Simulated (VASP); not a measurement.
Si10H4Cl, 30 atoms in the cell. The cell holds a slab with vacuum, 30 atoms: a = 7.679 Å, b = 7.679 Å, c = 17.256 Å, α = 90.00°, β = 90.00°, γ = 90.00°. 

```yaml
Program: VASP 6.6.1
Task: single point
Functional: PBE
Potentials_or_basis: VASP PAW PBE potentials, release 64 (H, Si, Cl)
Cutoff: 520 eV
k_mesh: 2 × 2 × 1
Occupations: fermi-dirac, width 0.05 eV
Spin: no spin polarisation
Dipole_correction: no
Further_INCAR_settings: LREAL = Auto; ALGO = Normal; EDIFF = 1e-06; NBANDS = 72
```

Potentials or basis: VASP PAW PBE potentials, release 64 (H, Si, Cl).

Launch:

```sh
$ cat potpaw_PBE.64/H/POTCAR potpaw_PBE.64/Si/POTCAR potpaw_PBE.64/Cl/POTCAR > POTCAR
$ mpirun -np 1 vasp_std > vasp.out
```

Hardware: 1 thread of Intel(R) Xeon(R) Platinum 8488C (Sapphire Rapids), with other jobs on the host.

Question: Estimate the wall time of this run.

Answer: It took 7 min on 1 thread of Intel(R) Xeon(R) Platinum 8488C (Sapphire Rapids), on a shared host, peak memory 0.95 GiB. Counts: scf iterations 26, k points 4.
